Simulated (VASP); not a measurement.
# La3Tl (P1) in VASP: notebook

Runs on La3Tl. Level: LDA. Tasks: single point.

Program: VASP 6.6.1. These are calculated values, not measurements. Logs are shortened: lines on timing, memory, paths and dates and some standing lists are left out, and cuts for length are marked.

## (1) The cell of the first run

The typed cell holds 4 atoms: a = 5.060 Å, b = 5.060 Å, c = 5.060 Å, α = 90.00°, β = 90.00°, γ = 90.00°.

## (2) Single point, LDA

Contents of INCAR:

```
SYSTEM = La3Tl
PREC     = Accurate       ! precision mode
ENCUT    = 400            ! plane-wave cutoff, eV
EDIFF    = 1E-6           ! SCF threshold, eV
ISMEAR   = -1             ! smearing method
SIGMA    = 0.08           ! smearing width, eV
LREAL    = .FALSE.        ! projectors in reciprocal space
LASPH    = .TRUE.         ! aspherical terms in the spheres
NELM     = 200            ! most SCF steps
ALGO     = Normal         ! electronic algorithm
ISIF     = 2              ! what is computed and relaxed
LWAVE    = .FALSE.        ! write WAVECAR
LCHARG   = .TRUE.         ! write CHGCAR
GGA      = CA             ! functional
LELF     = .TRUE.         ! ELF
LVHAR    = .TRUE.       
NBANDS   = 31             ! bands
GGA_COMPAT= .FALSE.      
LMAXMIX  = 6              ! l up to which the mixer works
```

Contents of KPOINTS:

```
regular mesh
0
G
  4 4 4
  0 0 0
```

Contents of POSCAR:

```
La3Tl
1.0
    5.0600000000      0.0000000000      0.0000000000
    0.0000000000      5.0600000000      0.0000000000
    0.0000000000      0.0000000000      5.0600000000
La Tl
3 1
Direct
   -0.0077594862      0.4904606719      0.5446798419
    0.5482749012      0.0059879447      0.4922310277
    0.4731436759      0.5318839921     -0.0267438735
   -0.0092832016     -0.0192559289     -0.0069098814
```

Potentials or basis: VASP PAW LDA potentials, release 64 (La, Tl_d).

Run with:

```sh
cat potpaw_LDA.64/La/POTCAR potpaw_LDA.64/Tl_d/POTCAR > POTCAR
mpirun -np 1 vasp_std > vasp.out
```

OUTCAR:

```text
SYSTEM = La3Tl
   PREC = Accurate
   ENCUT = 400
   EDIFF = 1E-6
   ISMEAR = -1
   LREAL = .FALSE.
   LASPH = .TRUE.
   NELM = 200
   ISIF = 2
   GGA = CA

 ion  position               nearest neighbor table
   1  0.992  0.490  0.545-   3 3.27   2 3.34   4 3.36   3 3.41   4 3.44   2 3.45   4 3.73   4 3.80

   2  0.548  0.006  0.492-   1 3.34   4 3.38   4 3.38   3 3.44   1 3.45   3 3.58   3 3.63   4 3.79
                             4 3.79
   3  0.473  0.532  0.973-   1 3.27   4 3.34   1 3.41   2 3.44   4 3.47   2 3.58   2 3.63   4 3.71
                             4 3.83
   4  0.991  0.981  0.993-   3 3.34   1 3.36   2 3.38   2 3.38   1 3.44   3 3.47   3 3.71   1 3.73
                             2 3.79   2 3.79   1 3.80   3 3.83

  LATTYP: Found a simple cubic cell.
 ALAT       =     5.0600000000

  Lattice vectors:

 A1 = (   5.0600000000,   0.0000000000,   0.0000000000)
 A2 = (   0.0000000000,   5.0600000000,   0.0000000000)
 A3 = (   0.0000000000,   0.0000000000,   5.0600000000)

Analysis of symmetry for initial positions (statically):
=====================================================================
 Subroutine PRICEL returns:
 Original cell was already a primitive cell.

 Routine SETGRP: Setting up the symmetry group for a
 simple cubic supercell.

 Subroutine GETGRP returns: Found  1 space group operations
 (whereof  1 operations were pure point group operations)
 out of a pool of 48 trial point group operations.

The static configuration has the point symmetry C_1 .

Analysis of symmetry for dynamics (positions and initial velocities):
=====================================================================
 Subroutine PRICEL returns:
 Original cell was already a primitive cell.

 Routine SETGRP: Setting up the symmetry group for a
 simple cubic supercell.

 Subroutine GETGRP returns: Found  1 space group operations
 (whereof  1 operations were pure point group operations)
 out of a pool of 48 trial point group operations.

The dynamic configuration has the point symmetry C_1 .

 Subroutine INISYM returns: Found  1 space group operations
 (whereof  1 operations are pure point group operations),
 and found     1 'primitive' translations

----------------------------------------------------------------------------------------

                                     Primitive cell

  volume of cell :     129.5542

  direct lattice vectors                    reciprocal lattice vectors
     5.060000000  0.000000000  0.000000000     0.197628458  0.000000000  0.000000000
     0.000000000  5.060000000  0.000000000     0.000000000  0.197628458  0.000000000
     0.000000000  0.000000000  5.060000000     0.000000000  0.000000000  0.197628458

  length of vectors
     5.060000000  5.060000000  5.060000000     0.197628458  0.197628458  0.197628458

  position of ions in fractional coordinates (direct lattice)
     0.992240514  0.490460672  0.544679842
     0.548274901  0.005987945  0.492231028
     0.473143676  0.531883992  0.973256126
     0.990716798  0.980744071  0.993090119

  ion indices of the primitive-cell ions
   primitive index   ion index
                 1           1
                 2           2
                 3           3
                 4           4

----------------------------------------------------------------------------------------

 KPOINTS: regular mesh

Automatic generation of k-mesh.
 Grid dimensions read from file:
 generate k-points for:    4    4    4

 Generating k-lattice:

  Cartesian coordinates                     Fractional coordinates (reciprocal lattice)
     0.049407115  0.000000000  0.000000000     0.250000000  0.000000000  0.000000000
     0.000000000  0.049407115  0.000000000     0.000000000  0.250000000  0.000000000
     0.000000000  0.000000000  0.049407115     0.000000000  0.000000000  0.250000000

  Length of vectors
     0.049407115  0.049407115  0.049407115

  Shift w.r.t. Gamma in fractional coordinates (k-lattice)
     0.000000000  0.000000000  0.000000000

 Subroutine IBZKPT returns following result:
 ===========================================

 Found     36 irreducible k-points:

 Following reciprocal coordinates:
            Coordinates               Weight
  0.000000  0.000000  0.000000      1.000000
  0.250000  0.000000  0.000000      2.000000
  0.000000  0.250000  0.000000      2.000000
  0.000000  0.000000  0.250000      2.000000
  0.500000  0.000000  0.000000      1.000000
  0.000000  0.500000  0.000000      1.000000
[... 16 lines left out ...]
  0.250000  0.250000  0.250000      2.000000
 -0.250000  0.250000  0.250000      2.000000
 [... further k-points ...]
   k-points           NKPTS =     36   k-points in BZ     NKDIM =     36   number of bands    NBANDS=     31
   number of dos      NEDOS =    301   number of ions     NIONS =      4
   total plane-waves  NPLWV =  46656
   dimension x,y,z NGX =    36 NGY =   36 NGZ =   36
   dimension x,y,z NGXF=    72 NGYF=   72 NGZF=   72
   ions per type =               3   1
   NGX,Y,Z   is equivalent  to a cutoff of  11.83, 11.83, 11.83 a.u.
   NGXF,Y,Z  is equivalent  to a cutoff of  23.66, 23.66, 23.66 a.u.
 SYSTEM =  La3Tl
   PREC   = accura    normal or accurate (medium, high low for compatibility)
   ISTART =      0    job   : 0-new  1-cont  2-samecut
   ICHARG =      2    charge: 1-file 2-atom 10-const
   ISPIN  =      1    spin polarized calculation?
   LNONCOLLINEAR =      F non collinear calculations
   LSORBIT =      F    spin-orbit coupling
   LASPH  =      T    aspherical Exc in radial PAW
   ENCUT  =  400.0 eV  29.40 Ry    5.42 a.u.   8.25  8.25  8.25*2*pi/ulx,y,z
   NELM   =    200;   NELMIN=  2; NELMDL= -5     # of ELM steps
   EDIFF  = 0.1E-05   stopping-criterion for ELM
   LREAL  =      F    real-space projection
   EDIFFG = 0.1E-04   stopping-criterion for IOM
   NSW    =      0    number of steps for IOM
   IBRION =     -1    ionic relax: 0-MD 1-quasi-New 2-CG
   NFREE  =      0    steps in history (QN), initial steepest desc. (CG)
   ISIF   =      2    stress and relaxation
   ISYM   =      2    0-nonsym 1-usesym 2-fastsym
   POTIM  = 0.5000    time-step for ionic-motion
   TEBEG  =    0.0;   TEEND  =   0.0 temperature during run
   PSTRESS=    0.0 pullay stress
   NELECT =      46.0000    total number of electrons
   NUPDOWN=      -1.0000    fix difference up-down
   EMIN   =  10.00;   EMAX   =-10.00  energy-range for DOS
   EFERMI =   0.00;   METHOD = LEGACY
   ISMEAR =    -1;   SIGMA  =   0.08  broadening in eV -4-tet -1-fermi 0-gaus
   EFERMI_NEDOS =   21; number of points for ismear=-14 and -15
   IALGO  =     38    algorithm
   IMIX   =      4    mixing-type and parameters
     AMIX     =   0.40;   BMIX     =  1.00
     AMIX_MAG =   1.60;   BMIX_MAG =  1.00
  volume/ion in A,a.u.               =      32.39       218.57
  Fermi-wavevector in a.u.,A,eV,Ry     =   1.159250  2.190664 18.284318  1.343859
  Thomas-Fermi vector in A             =   2.295844
   LORBIT       =      0    0 simple, 1 ext, 2 COOP (PROOUT), +10 PAW based schemes
   GGA     = CA    functional components
   LHFCALC =     F    Hartree Fock is set to
   AEXX    =    0.0000 exact exchange contribution
   IVDW    =     0    specifies the selected vdW correction
   LEPSILON=     F    determine dielectric tensor
   LRPA    =     F    only Hartree local field effects (RPA)
 non-spin polarized calculation
  energy-cutoff  :      400.00
  volume of cell :      129.55
 maximum number of plane-waves:      2373
 NGX is ok and might be reduce to    36
   NGX = 17   NGY = 17   NGZ = 17

 number of electron      45.9999997 magnetization

 Free energy of the ion-electron system (eV)
  ---------------------------------------------------
  ext. energy  EPLUGINS =         0.00000000
  ---------------------------------------------------
  free energy    TOTEN  =       -20.60245265 eV

  energy without entropy =      -20.47169529  energy(sigma->0) =      -20.53707397

 E-fermi :   8.0933     XC(G=0): -10.2250

 val. band max:        8.0845356999   @ k =  -0.2500   0.5000   0.2500
 cond. band min:       8.0977994250   @ k =   0.2500   0.0000   0.0000
 fundamental gap:      0.0132637251
 Fermi energy:         8.0933167605

 k-point     1 :       0.0000    0.0000    0.0000
  band No.  band energies     occupation
      1     -24.7058      2.00000
      2     -24.3479      2.00000
      3     -24.3061      2.00000
      4      -9.1126      2.00000
      5      -9.0126      2.00000
      6      -8.9555      2.00000
[... 23 lines left out ...]
     30       9.7724      0.00000
     31       9.8069      0.00000

 k-point     2 :       0.2500    0.0000    0.0000
  band No.  band energies     occupation
      1     -24.6584      2.00000
      2     -24.3951      2.00000
      3     -24.3080      2.00000
      4      -9.0323      2.00000
      5      -8.9288      2.00000
      6      -8.8428      2.00000
[... 23 lines left out ...]
     30       9.7461      0.00000
     31       9.7732      0.00000

 k-point     3 :       0.0000    0.2500    0.0000
  band No.  band energies     occupation
      1     -24.6633      2.00000
      2     -24.3962      2.00000
      3     -24.3016      2.00000
      4      -9.0743      2.00000
      5      -8.8799      2.00000
      6      -8.8457      2.00000
[... 23 lines left out ...]
     30       9.7031      0.00000
     31       9.7733      0.00000

 k-point     4 :       0.0000    0.0000    0.2500
  band No.  band energies     occupation
      1     -24.6709      2.00000
      2     -24.3851      2.00000
      3     -24.3046      2.00000
      4      -9.0569      2.00000
      5      -8.9338      2.00000
      6      -8.8083      2.00000
[... 635 lines left out ...]
     30       9.6321      0.00000
     31       9.6531      0.00000

 k-point    23 :       0.2500    0.2500    0.2500
  band No.  band energies     occupation
      1     -24.5827      2.00000
      2     -24.4522      2.00000
      3     -24.3257      2.00000
      4      -9.1382      2.00000
      5      -8.7692      2.00000
      6      -8.6853      2.00000
[... 23 lines left out ...]
     30       9.5655      0.00000
     31       9.6064      0.00000

 k-point    24 :      -0.2500    0.2500    0.2500
  band No.  band energies     occupation
      1     -24.6006      2.00000
      2     -24.3993      2.00000
      3     -24.3606      2.00000
      4      -9.2428      2.00000
      5      -8.7739      2.00000
      6      -8.6669      2.00000
[... 23 lines left out ...]
     30       9.5480      0.00000
     31       9.6003      0.00000

 [... further k-points ...]

------------------------ aborting loop because EDIFF is reached ----------------------------------------

  FORCE on cell =-STRESS in cart. coord.  units (eV):
  Direction    XX          YY          ZZ          XY          YZ          ZX
  --------------------------------------------------------------------------------------
  -------------------------------------------------------------------------------------
  Total       -2.5153120     -2.4044696     -2.6850531     -0.1259773      0.2482901      0.1215313
  in kB      -31.1064812    -29.7357104    -33.2056446     -1.5579420      3.0705661      1.5029589
  external PRESSURE =     -31.3492787 kB  Pullay stress =       0.0000000 kB

 VOLUME and BASIS-vectors are now :
 -----------------------------------------------------------------------------
  energy-cutoff  :      400.00
  volume of cell :      129.55
      direct lattice vectors                 reciprocal lattice vectors
     5.060000000  0.000000000  0.000000000     0.197628458  0.000000000  0.000000000
     0.000000000  5.060000000  0.000000000     0.000000000  0.197628458  0.000000000
     0.000000000  0.000000000  5.060000000     0.000000000  0.000000000  0.197628458

 POSITION                                       TOTAL-FORCE (eV/Angst)
 -----------------------------------------------------------------------------------
      5.02074      2.48173      2.75608         0.227736     -0.027779     -0.537054
      2.77427      0.03030      2.49069        -0.485921      0.041318     -0.249566
      2.39411      2.69133      4.92468         0.095799     -0.337252      0.567657
      5.01303      4.96256      5.02504         0.162385      0.323713      0.218962
 -----------------------------------------------------------------------------------
    total drift:                               -0.000091      0.000576      0.000154

  FREE ENERGIE OF THE ION-ELECTRON SYSTEM (eV)
  ---------------------------------------------------
  free  energy   TOTEN  =       -20.6024526491 eV

  energy  without entropy=      -20.4716952917  energy(sigma->0) =      -20.53707397
```

Run time: 64 s. Hardware: 1 thread of AMD EPYC 9R45 (Zen 5), shared host; peak memory 0.21 GiB.

What came out:

| Quantity | Value |
| --- | --- |
| Free energy | -20.6025 eV |
| Pressure | -3.1 GPa |
| Largest force | 0.667 eV/Å |
| Band gap on the k mesh | zero (bands 23 and 24 overlap by 0.87 eV) |

Forces on the atoms (eV/Å):
```
La   0.228 -0.028 -0.537
La  -0.486  0.041 -0.250
La   0.096 -0.337  0.568
Tl   0.162  0.324  0.219
```

Stress tensor (GPa, compression positive):
```
-3.11 -0.16  0.15
-0.16 -2.97  0.31
 0.15  0.31 -3.32
```

Caveat: the cell stands under tension; spin-orbit coupling is left out, which moves the levels of the heavy elements.

## (3) Single point, LDA

Contents of INCAR:

```
  ALGO = Normal
  EDIFF = 1E-7
  ENCUT = 520
  GGA = CA
  ISIF = 2
  ISMEAR = -1
  LASPH = T
  LCHARG = F
  LREAL = F
  LWAVE = F
  NBANDS = 31
  NELM = 80
  PREC = Accurate
  SIGMA = 0.08
```

Contents of KPOINTS:

```
k-points
0
Gamma
  4 4 4
```

Contents of POSCAR:

```
La3Tl
1.0
    5.0600000000      0.0000000000      0.0000000000
    0.0000000000      5.0600000000      0.0000000000
    0.0000000000      0.0000000000      5.0600000000
La Tl
3 1
Direct
   -0.0047383399      0.4954553360      0.5240088933
    0.5253982213      0.0028418972      0.4971741107
    0.4866796443      0.5167934783     -0.0154747036
   -0.0049883399     -0.0102563241     -0.0038796443
```

Potentials or basis: VASP PAW LDA potentials, release 64 (La, Tl_d).

Run with:

```sh
cat potpaw_LDA.64/La/POTCAR potpaw_LDA.64/Tl_d/POTCAR > POTCAR
mpirun -np 1 vasp_std > vasp.out
```

Run time: 2.4 min. Hardware: 1 thread of AMD EPYC 7R13 (Zen 3), shared host; peak memory 0.26 GiB.

The run converged. Its results:

| Property | Result |
| --- | --- |
| Free energy | -20.7386 eV |
| Pressure | -3.5 GPa |
| Largest force | 0.370 eV/Å |
| Band gap on the k mesh | zero (bands 23 and 24 overlap by 1.03 eV) |

Forces on the atoms (eV/Å):
```
La   0.142 -0.043 -0.267
La  -0.194  0.025 -0.179
La  -0.032 -0.131  0.345
Tl   0.084  0.149  0.102
```

Stress tensor (GPa, compression positive):
```
-3.48 -0.05  0.05
-0.05 -3.43  0.10
 0.05  0.10 -3.56
```

Levels at points of the mesh, in eV from the Fermi level:
| k point | band 21 | band 22 | band 23 | band 24 | band 25 | band 26 |
| --- | --- | --- | --- | --- | --- | --- |
| (0.00, 0.00, 0.00) | -0.79 | -0.78 | -0.75 | -0.74 | 0.75 | 0.80 |
| (0.50, 0.00, 0.00) | -0.79 | -0.71 | -0.59 | 0.77 | 0.97 | 1.07 |
| (0.00, 0.50, 0.00) | -0.83 | -0.71 | -0.59 | 0.78 | 1.00 | 1.07 |
| (0.00, 0.00, 0.50) | -0.79 | -0.71 | -0.62 | 0.76 | 0.98 | 1.05 |
| (0.50, 0.50, 0.00) | -1.34 | -0.25 | -0.09 | 0.29 | 0.69 | 1.03 |
| (0.00, 0.50, 0.50) | -1.34 | -0.13 | -0.07 | 0.29 | 0.68 | 1.01 |
| (0.50, 0.00, 0.50) | -1.34 | -0.20 | -0.06 | 0.40 | 0.57 | 1.01 |
| (0.50, 0.50, 0.50) | -1.03 | 0.29 | 0.30 | 0.34 | 1.01 | 1.24 |

Caveat: the cell stands under tension; spin-orbit coupling is left out, which moves the levels of the heavy elements.

## (4) Single point, LDA

Contents of INCAR:

```
  PREC = Accurate
  ENCUT = 520
  EDIFF = 1E-7
  ISMEAR = -1
  SIGMA = 0.08
  LREAL = F
  LASPH = T
  NELM = 100
  ALGO = Normal
  ISIF = 2
  LWAVE = F
  LCHARG = F
  GGA = CA
  NBANDS = 31
```

Contents of KPOINTS:

```
regular mesh
0
Gamma
  4 4 4
```

Contents of POSCAR:

```
La3Tl
1.0
    5.0600000000      0.0000000000      0.0000000000
    0.0000000000      5.0600000000      0.0000000000
    0.0000000000      0.0000000000      5.0600000000
La Tl
3 1
Direct
   -0.0077594862      0.4904606719      0.5446798419
    0.5482749012      0.0059879447      0.4922310277
    0.4731436759      0.5318839921     -0.0267438735
   -0.0092832016     -0.0192559289     -0.0069098814
```

Run with:

```sh
cat potpaw_LDA.64/La/POTCAR potpaw_LDA.64/Tl_d/POTCAR > POTCAR
mpirun -np 1 vasp_std > vasp.out
```

Wall time 2.4 min (1 thread of AMD EPYC 7R13 (Zen 3), shared host); peak memory 0.26 GiB.

It converged, with:

```yaml
Free_energy: -20.6019 eV
Pressure: -3.1 GPa
Largest_force: 0.667 eV/Å
Band_gap_on_the_k_mesh: zero (bands 23 and 24 overlap by 0.87 eV)
```

Forces in eV/Å, atoms in the order of the input:
```
La   0.228 -0.027 -0.538
La  -0.487  0.041 -0.249
La   0.097 -0.338  0.567
Tl   0.163  0.324  0.220
```

Stress tensor (GPa, compression positive):
```
-3.10 -0.16  0.15
-0.16 -2.97  0.31
 0.15  0.31 -3.31
```

Levels at points of the mesh, in eV from the Fermi level:
```
           k point  band 19  band 20  band 21  band 22  band 23  band 24  band 25  band 26  band 27  band 28
(0.00, 0.00, 0.00)    -2.54    -0.94    -0.82    -0.75    -0.70    -0.63     0.61     0.79     0.87     1.31
(0.50, 0.00, 0.00)    -2.52    -1.26    -0.96    -0.70    -0.60     0.79     0.85     0.93     1.07     1.29
(0.00, 0.50, 0.00)    -2.52    -1.25    -1.06    -0.72    -0.60     0.87     0.89     1.02     1.09     1.14
(0.00, 0.00, 0.50)    -2.51    -1.19    -0.96    -0.70    -0.66     0.80     0.88     0.97     1.07     1.29
(0.50, 0.50, 0.00)    -1.50    -1.41    -1.36    -0.55    -0.13     0.35     0.71     1.04     1.17     1.25
(0.00, 0.50, 0.50)    -1.48    -1.39    -1.36    -0.26    -0.09     0.36     0.75     0.99     1.17     1.29
(0.50, 0.00, 0.50)    -1.53    -1.42    -1.36    -0.41    -0.08     0.47     0.61     0.99     1.18     1.27
(0.50, 0.50, 0.50)    -1.08    -1.03    -1.00     0.22     0.24     0.38     0.81     1.09     1.21     1.30
```

Caveat: the cell stands under tension; spin-orbit coupling is left out, which moves the levels of the heavy elements.

## (5) The runs side by side

| cell | cutoff (eV) | gap on the mesh (eV) | pressure (GPa) | largest force (eV/Å) |
| --- | --- | --- | --- | --- |
| as given, atomic positions A | 400 | none | -3.1 | 0.67 |
| as given, atomic positions B | 520 | none | -3.5 | 0.37 |
| as given, atomic positions A | 520 | none | -3.1 | 0.67 |

Alike in all rows: task single point; level LDA; potentials or basis VASP PAW LDA potentials, release 64 (La, Tl_d); no spin polarisation; k mesh 4 × 4 × 4; smearing fermi-dirac 0.08 eV.

Caveats: the cell stands under tension; spin-orbit coupling is left out, which moves the levels of the heavy elements.

Total energies depend on the potentials used, so only differences within one code and one set of settings carry meaning.
